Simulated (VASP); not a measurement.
# Ta (I4/mmm) in VASP: further runs

Ta is run at these levels: PBE; tasks: single point.

All numbers are computed with VASP 6.6.1; they aren't measurements. Logs are shortened: lines on timing, memory, paths and dates and some standing lists are left out, and cuts for length are marked.

**1. The cell of the first run**

The structure is tetragonal, space group I4/mmm (No. 139). The conventional cell has a = 2.962 Å, b = 2.962 Å, c = 4.501 Å, α = 90.00°, β = 90.00°, γ = 90.00°. Ta (site symmetry 4/mmm) has 12 Ta at 2.96 to 3.07 Å within 3.9 Å.

**2. Single point, PBE (volume 19.743 Å^3 an atom, c/a of the conventional cell 1.5197)**

INCAR

```
ALGO = Fast
EDIFF = 1E-6
ENCUT = 520
GGA = PE
ISIF = 2
ISMEAR = 0
LASPH = T
LCHARG = F
LREAL = F
LWAVE = F
NBANDS = 12
NELM = 80
PREC = Accurate
SIGMA = 0.15
```

KPOINTS

```
k-points
0
Gamma
  20 20 20
```

POSCAR

```
Ta
1.0
   -1.4809205634      1.4809205634      2.2505549801
    1.4809205634     -1.4809205634      2.2505549801
    1.4809205634      1.4809205634     -2.2505549801
Ta
1
Direct
    0.0000000000      0.0000000000      0.0000000000
```

Potentials or basis: VASP PAW PBE potentials, release 64 (Ta_pv).

Run with:

```bash
$ cat potpaw_PBE.64/Ta_pv/POTCAR > POTCAR
$ mpirun -np 1 vasp_std > vasp.out
```

OUTCAR:

```text
EDIFF = 1E-6
   ENCUT = 520
   GGA = PE
   ISIF = 2
   ISMEAR = 0
   LASPH = T
   LREAL = F
   NELM = 80
   PREC = Accurate

 ion  position               nearest neighbor table
   1  0.000  0.000  0.000-

  LATTYP: Found a body centered tetragonal cell.
 ALAT       =     2.9618411268
 C/A-ratio  =     1.5196999999

  Lattice vectors:

 A1 = (  -1.4809205634,   1.4809205634,   2.2505549801)
 A2 = (   1.4809205634,  -1.4809205634,   2.2505549801)
 A3 = (   1.4809205634,   1.4809205634,  -2.2505549801)

Analysis of symmetry for initial positions (statically):
=====================================================================
 Subroutine PRICEL returns:
 Original cell was already a primitive cell.

 Routine SETGRP: Setting up the symmetry group for a
 body centered tetragonal supercell.

 Subroutine GETGRP returns: Found 16 space group operations
 (whereof 16 operations were pure point group operations)
 out of a pool of 16 trial point group operations.

The static configuration has the point symmetry D_4h.

Analysis of symmetry for dynamics (positions and initial velocities):
=====================================================================
 Subroutine PRICEL returns:
 Original cell was already a primitive cell.

 Routine SETGRP: Setting up the symmetry group for a
 body centered tetragonal supercell.

 Subroutine GETGRP returns: Found 16 space group operations
 (whereof 16 operations were pure point group operations)
 out of a pool of 16 trial point group operations.

The dynamic configuration has the point symmetry D_4h.

 Subroutine INISYM returns: Found 16 space group operations
 (whereof 16 operations are pure point group operations),
 and found     1 'primitive' translations

----------------------------------------------------------------------------------------

                                     Primitive cell

  volume of cell :      19.7430

  direct lattice vectors                    reciprocal lattice vectors
    -1.480920563  1.480920563  2.250554980     0.000000000  0.337627833  0.222167423
     1.480920563 -1.480920563  2.250554980     0.337627833  0.000000000  0.222167423
     1.480920563  1.480920563 -2.250554980     0.337627833  0.337627833  0.000000000

  length of vectors
     3.074288397  3.074288397  3.074288397     0.404166942  0.404166942  0.477477860

  position of ions in fractional coordinates (direct lattice)
     0.000000000  0.000000000  0.000000000

  ion indices of the primitive-cell ions
   primitive index   ion index
                 1           1

----------------------------------------------------------------------------------------

 KPOINTS: k-points

Automatic generation of k-mesh.
 Grid dimensions read from file:
 generate k-points for:   20   20   20

 Generating k-lattice:

  Cartesian coordinates                     Fractional coordinates (reciprocal lattice)
     0.000000000  0.016881392  0.011108371     0.050000000 -0.000000000  0.000000000
     0.016881392  0.000000000  0.011108371    -0.000000000  0.050000000  0.000000000
     0.016881392  0.016881392  0.000000000     0.000000000  0.000000000  0.050000000

  Length of vectors
     0.020208347  0.020208347  0.023873893

  Shift w.r.t. Gamma in fractional coordinates (k-lattice)
     0.000000000  0.000000000  0.000000000

 Subroutine IBZKPT returns following result:
 ===========================================

 Found    641 irreducible k-points:

 Following reciprocal coordinates:
            Coordinates               Weight
  0.000000  0.000000  0.000000      1.000000
  0.050000  0.000000 -0.000000      8.000000
  0.100000 -0.000000  0.000000      8.000000
  0.150000  0.000000  0.000000      8.000000
  0.200000 -0.000000  0.000000      8.000000
  0.250000  0.000000  0.000000      8.000000
[... 16 lines left out ...]
 -0.400000  0.050000  0.000000     16.000000
 -0.350000  0.050000 -0.000000     16.000000
 [... further k-points ...]
   k-points           NKPTS =    641   k-points in BZ     NKDIM =    641   number of bands    NBANDS=     12
   number of dos      NEDOS =    301   number of ions     NIONS =      1
   total plane-waves  NPLWV =  13824
   dimension x,y,z NGX =    24 NGY =   24 NGZ =   24
   dimension x,y,z NGXF=    48 NGYF=   48 NGZF=   48
   ions per type =               1
   NGX,Y,Z   is equivalent  to a cutoff of  12.98, 12.98, 12.98 a.u.
   NGXF,Y,Z  is equivalent  to a cutoff of  25.96, 25.96, 25.96 a.u.
 SYSTEM =  unknown system
   PREC   = accura    normal or accurate (medium, high low for compatibility)
   ISTART =      0    job   : 0-new  1-cont  2-samecut
   ICHARG =      2    charge: 1-file 2-atom 10-const
   ISPIN  =      1    spin polarized calculation?
   LNONCOLLINEAR =      F non collinear calculations
   LSORBIT =      F    spin-orbit coupling
   LASPH  =      T    aspherical Exc in radial PAW
   ENCUT  =  520.0 eV  38.22 Ry    6.18 a.u.   5.72  5.72  5.72*2*pi/ulx,y,z
   NELM   =     80;   NELMIN=  2; NELMDL= -5     # of ELM steps
   EDIFF  = 0.1E-05   stopping-criterion for ELM
   LREAL  =      F    real-space projection
   EDIFFG = 0.1E-04   stopping-criterion for IOM
   NSW    =      0    number of steps for IOM
   IBRION =     -1    ionic relax: 0-MD 1-quasi-New 2-CG
   NFREE  =      0    steps in history (QN), initial steepest desc. (CG)
   ISIF   =      2    stress and relaxation
   ISYM   =      2    0-nonsym 1-usesym 2-fastsym
   POTIM  = 0.5000    time-step for ionic-motion
   TEBEG  =    0.0;   TEEND  =   0.0 temperature during run
   PSTRESS=    0.0 pullay stress
   NELECT =      11.0000    total number of electrons
   NUPDOWN=      -1.0000    fix difference up-down
   EMIN   =  10.00;   EMAX   =-10.00  energy-range for DOS
   EFERMI =   0.00;   METHOD = LEGACY
   ISMEAR =     0;   SIGMA  =   0.15  broadening in eV -4-tet -1-fermi 0-gaus
   EFERMI_NEDOS =   21; number of points for ismear=-14 and -15
   IALGO  =     68    algorithm
   IMIX   =      4    mixing-type and parameters
     AMIX     =   0.40;   BMIX     =  1.00
     AMIX_MAG =   1.60;   BMIX_MAG =  1.00
  volume/ion in A,a.u.               =      19.74       133.23
  Fermi-wavevector in a.u.,A,eV,Ry     =   1.347105  2.545659 24.690370  1.814691
  Thomas-Fermi vector in A             =   2.474882
[... 46 lines left out ...]

 k-point     2 :       0.0500    0.0000   -0.0000
  band No.  band energies     occupation
      1     -28.7087      2.00000
      2     -28.6892      2.00000
      3     -28.6772      2.00000
      4      -2.6962      2.00000
      5       5.0174      1.44991
      6       5.8647      0.00000
      7       5.9671      0.00000
      8       7.6548      0.00000
      9       8.9303      0.00000
     10      17.7070      0.00000
     11      19.1044      0.00000
     12      20.8241      0.00000

 k-point     3 :       0.1000   -0.0000    0.0000
  band No.  band energies     occupation
      1     -28.7693      2.00000
      2     -28.7048      2.00000
      3     -28.6824      2.00000
      4      -2.4176      2.00000
      5       5.0147      1.46681
      6       5.7475      0.00000
      7       6.0950      0.00000
      8       7.6067      0.00000
      9       8.7771      0.00000
     10      18.2536      0.00000
     11      19.1037      0.00000
     12      20.4332      0.00000

 k-point     4 :       0.1500    0.0000    0.0000
  band No.  band energies     occupation
      1     -28.8686      2.00000
      2     -28.7228      2.00000
      3     -28.6904      2.00000
      4      -1.9771      2.00000
      5       4.8926      1.92399
      6       5.6755      0.00000
      7       6.2677      0.00000
      8       7.6246      0.00000
      9       8.6004      0.00000
     10      18.8167      0.00000
     11      19.1036      0.00000
     12      19.7894      0.00000

 k-point     5 :       0.2000   -0.0000    0.0000
  band No.  band energies     occupation
      1     -28.9922      2.00000
      2     -28.7447      2.00000
      3     -28.7005      2.00000
      4      -1.4139      2.00000
      5       4.6729      1.99988
      6       5.6258      0.00000
      7       6.4097      0.00000
      8       7.8165      0.00000
      9       8.5115      0.00000
     10      18.2799      0.00000
     11      19.1064      0.00000
     12      20.2621      0.00000

 k-point     6 :       0.2500    0.0000    0.0000
  band No.  band energies     occupation
      1     -29.1268      2.00000
      2     -28.7687      2.00000
      3     -28.7117      2.00000
      4      -0.7906      2.00000
      5       4.4894      2.00000
      6       5.5182      0.00004
      7       6.4309      0.00000
      8       8.2278      0.00000
      9       8.6246      0.00000
     10      17.4385      0.00000
     11      19.1052      0.00000
     12      20.6737      0.00000

 k-point     7 :       0.3000    0.0000    0.0000
  band No.  band energies     occupation
      1     -29.2588      2.00000
      2     -28.7925      2.00000
      3     -28.7228      2.00000
      4      -0.1977      2.00000
      5       4.4574      2.00000
      6       5.3640      0.00758
      7       6.3219      0.00000
      8       8.8107      0.00000
      9       8.9523      0.00000
     10      16.6547      0.00000
     11      19.1023      0.00000
     12      20.0564      0.00000

 k-point     8 :       0.3500    0.0000    0.0000
  band No.  band energies     occupation
      1     -29.3757      2.00000
      2     -28.8139      2.00000
      3     -28.7328      2.00000
      4       0.2648      2.00000
      5       4.6446      1.99996
      6       5.2115      0.21799
      7       6.1567      0.00000
      8       9.3985      0.00000
      9       9.4755      0.00000
     10      15.9396      0.00000
     11      18.8428      0.00000
     12      19.1249      0.00000
[... 166 lines left out ...]
 k-point    20 :       0.4500    0.0500   -0.0000
  band No.  band energies     occupation
      1     -29.5279      2.00000
      2     -28.8486      2.00000
      3     -28.7624      2.00000
      4       0.7838      2.00000
      5       4.9305      1.84360
      6       5.3923      0.00332
      7       5.9368      0.00000
      8      10.3097      0.00000
      9      10.6929      0.00000
     10      14.5505      0.00000
     11      17.2238      0.00000
     12      19.1089      0.00000

 k-point    21 :       0.5000    0.0500    0.0000
  band No.  band energies     occupation
      1     -29.5373      2.00000
      2     -28.8505      2.00000
      3     -28.7615      2.00000
      4       0.7983      2.00000
      5       4.9570      1.75676
      6       5.3837      0.00429
      7       5.9499      0.00000
      8      10.3644      0.00000
      9      10.7729      0.00000
     10      14.4573      0.00000
     11      17.1717      0.00000
     12      19.1089      0.00000

 k-point    22 :      -0.4500    0.0500   -0.0000
  band No.  band energies     occupation
      1     -29.5077      2.00000
      2     -28.8454      2.00000
      3     -28.7568      2.00000
      4       0.7386      2.00000
      5       5.0318      1.35608
      6       5.1727      0.38616
      7       5.9170      0.00000
      8      10.0869      0.00000
      9      10.5899      0.00000
     10      14.8519      0.00000
     11      17.4948      0.00000
     12      19.1093      0.00000

 k-point    23 :      -0.4000    0.0500    0.0000
  band No.  band energies     occupation
      1     -29.4414      2.00000
      2     -28.8335      2.00000
      3     -28.7488      2.00000
      4       0.5674      2.00000
      5       4.7859      1.99457
      6       5.1656      0.42393
      7       5.9794      0.00000
      8       9.5938      0.00000
      9      10.1568      0.00000
     10      15.5223      0.00000
     11      18.2392      0.00000
     12      19.1116      0.00000

 k-point    24 :      -0.3500    0.0500   -0.0000
  band No.  band energies     occupation
      1     -29.3440      2.00000
      2     -28.8159      2.00000
      3     -28.7383      2.00000
      4       0.2279      2.00000
      5       4.4724      2.00000
      6       5.3255      0.02103
      7       6.1277      0.00000
      8       9.0087      0.00000
      9       9.5934      0.00000
     10      16.2537      0.00000
     11      19.0912      0.00000
     12      19.3742      0.00000

 [... further k-points ...]
[... 5 lines left out ...]
  --------------------------------------------------------------------------------------
  -------------------------------------------------------------------------------------
  Total       -1.3157609     -1.3157609     -0.6218236      0.0000000      0.0000000     -0.0000000
  in kB     -106.7761894   -106.7761894    -50.4620244      0.0000000      0.0000000     -0.0000000
  external PRESSURE =     -88.0048011 kB  Pullay stress =       0.0000000 kB

 VOLUME and BASIS-vectors are now :
 -----------------------------------------------------------------------------
  energy-cutoff  :      520.00
  volume of cell :       19.74
      direct lattice vectors                 reciprocal lattice vectors
    -1.480920563  1.480920563  2.250554980     0.000000000  0.337627833  0.222167423
     1.480920563 -1.480920563  2.250554980     0.337627833  0.000000000  0.222167423
     1.480920563  1.480920563 -2.250554980     0.337627833  0.337627833  0.000000000

 POSITION                                       TOTAL-FORCE (eV/Angst)
 -----------------------------------------------------------------------------------
      0.00000      0.00000      0.00000        -0.000000      0.000000     -0.000000
 -----------------------------------------------------------------------------------
    total drift:                               -0.000000      0.000000      0.000000

  FREE ENERGIE OF THE ION-ELECTRON SYSTEM (eV)
  ---------------------------------------------------
  free  energy   TOTEN  =       -11.5737842875 eV

  energy  without entropy=      -11.5566749877  energy(sigma->0) =      -11.56522964
```

Wall time 49 s (1 thread of Intel Xeon 6975P-C (Granite Rapids), shared host); peak memory 0.26 GiB.

What came out:

* Free energy: -11.5738 eV
* Pressure: -8.8 GPa

Levels at points of the mesh, in eV from the Fermi level:
```
           k point  band 3  band 4  band 5  band 6  band 7  band 8
(0.00, 0.00, 0.00)  -33.76   -7.87   -0.08    0.84    0.84    2.60
(0.50, 0.00, 0.00)  -33.83   -4.37   -0.16    0.58    0.78    5.22
(0.50, 0.50, 0.00)  -34.04   -4.03   -3.07    3.08    5.29    5.57
(0.50, 0.50, 0.50)  -34.00   -4.18   -2.98    1.87    5.55    6.05
```

Caveat: spin-orbit coupling is left out, which moves the levels of the heavy elements.

**3. Single point, PBE (volume 16.818 Å^3 an atom, c/a of the conventional cell 1.4315)**

INCAR

```
SYSTEM = Ta
PREC     = Accurate       ! precision mode
ENCUT    = 520            ! plane-wave cutoff, eV
EDIFF    = 1E-7           ! SCF threshold, eV
ISMEAR   = 0              ! smearing method
SIGMA    = 0.15           ! smearing width, eV
LREAL    = .False.        ! projectors in reciprocal space
LASPH    = .True.         ! aspherical terms in the spheres
NELM     = 60             ! most SCF steps
ALGO     = Fast           ! electronic algorithm
ISIF     = 2              ! what is computed and relaxed
LWAVE    = .False.        ! write WAVECAR
LCHARG   = .True.         ! write CHGCAR
GGA      = PE             ! functional
LELF     = .True.         ! ELF
LVHAR    = .True.       
NBANDS   = 12             ! bands
```

KPOINTS

```
regular mesh
0
Gamma
  20 20 20
  0 0 0
```

POSCAR

```
Ta
1.0
   -1.4321032648      1.4321032648      2.0500558236
    1.4321032648     -1.4321032648      2.0500558236
    1.4321032648      1.4321032648     -2.0500558236
Ta
1
Direct
    0.0000000000      0.0000000000      0.0000000000
```

Potentials or basis: VASP PAW PBE potentials, release 64 (Ta_pv).

Run with:

```bash
$ cat potpaw_PBE.64/Ta_pv/POTCAR > POTCAR
$ mpirun -np 1 vasp_std > vasp.out
```

It took 48 s on 1 thread of Intel Xeon 6975P-C (Granite Rapids), shared host; peak memory 0.24 GiB.

The run converged. Its results:

```
Free energy : -11.4268 eV
Pressure    : 26.8 GPa
```

Stress tensor (GPa, compression positive):
```
25.91  0.00  0.00
 0.00 25.91  0.00
 0.00  0.00 28.62
```

Levels at points of the mesh, in eV from the Fermi level:
```tsv
k point	band 2	band 3	band 4	band 5	band 6	band 7	band 8	band 9
(0.00, 0.00, 0.00)	-33.23	-33.23	-8.60	0.26	0.44	0.44	3.73	3.99
(0.50, 0.00, 0.00)	-33.43	-33.40	-5.11	0.01	0.20	1.10	6.53	6.65
(0.50, 0.50, 0.00)	-33.78	-33.74	-5.06	-3.95	3.67	6.58	7.31	7.51
(0.50, 0.50, 0.50)	-33.73	-33.73	-5.07	-3.92	3.43	6.60	7.41	7.41
```

Caveat: spin-orbit coupling is left out, which moves the levels of the heavy elements.

**4. Single point, PBE (volume 19.011 Å^3 an atom, c/a of the conventional cell 1.5197)**

INCAR

```
SYSTEM = Ta
PREC = Accurate ; ENCUT = 520
EDIFF = 1E-6 ; ISMEAR = 0
SIGMA = 0.15 ; LREAL = .FALSE.
LASPH = .TRUE. ; NELM = 60
ALGO = Fast ; ISIF = 2
LWAVE = .FALSE. ; LCHARG = .TRUE.
GGA = PE ; LELF = .TRUE.
LVHAR = .TRUE. ; NBANDS = 12
```

KPOINTS

```
regular mesh
0
G
  20 20 20
  0 0 0
```

POSCAR

```
Ta
1.0
   -1.4623871728      1.4623871728      2.2223897864
    1.4623871728     -1.4623871728      2.2223897864
    1.4623871728      1.4623871728     -2.2223897864
Ta
1
Direct
    0.0000000000      0.0000000000      0.0000000000
```

Run with:

```bash
$ cat potpaw_PBE.64/Ta_pv/POTCAR > POTCAR
$ mpirun -np 1 vasp_std > vasp.out
```

It took 75 s on 1 thread of Intel Xeon 6975P-C, shared host; peak memory 0.26 GiB.

The run converged. Its results:

| Quantity | Value |
| --- | --- |
| Free energy | -11.5999 eV |
| Pressure | -2.5 GPa |

Stress tensor (GPa, compression positive):
```
-4.71  0.00  0.00
 0.00 -4.71  0.00
 0.00  0.00  2.00
```

Levels at points of the mesh, in eV from the Fermi level:
```tsv
k point	band 2	band 3	band 4	band 5	band 6	band 7	band 8	band 9
(0.00, 0.00, 0.00)	-33.62	-33.62	-8.04	-0.11	0.85	0.85	2.71	4.08
(0.50, 0.00, 0.00)	-33.81	-33.70	-4.52	-0.20	0.69	0.78	5.47	5.95
(0.50, 0.50, 0.00)	-34.09	-33.94	-4.24	-3.25	3.29	5.55	5.85	6.93
(0.50, 0.50, 0.50)	-33.89	-33.89	-4.37	-3.15	2.03	5.82	6.36	6.36
```

Caveat: spin-orbit coupling is left out, which moves the levels of the heavy elements.

**5. Summary**

```tsv
cell	further INCAR settings	gap on the mesh (eV)	pressure (GPa)
a = 3.074 Å, angles 122.4, 122.4, 85.9°, 1 atom	ALGO = Fast; EDIFF = 1e-06; NBANDS = 12	none	-8.8
a = 2.882 Å, angles 120.4, 120.4, 89.3°, 1 atom	ALGO = Fast; EDIFF = 1e-07; NBANDS = 12	none	26.8
a = 3.036 Å, angles 122.4, 122.4, 85.9°, 1 atom	ALGO = Fast; EDIFF = 1e-06; NBANDS = 12	none	-2.5
```

Alike in all rows: task single point; level PBE; potentials or basis VASP PAW PBE potentials, release 64 (Ta_pv); no spin polarisation; k mesh 20 × 20 × 20; cutoff (eV) 520; smearing gaussian 0.15 eV.

Caveats: spin-orbit coupling is left out, which moves the levels of the heavy elements.

Total energies depend on the potentials used, so only differences within one code and one set of settings carry meaning.
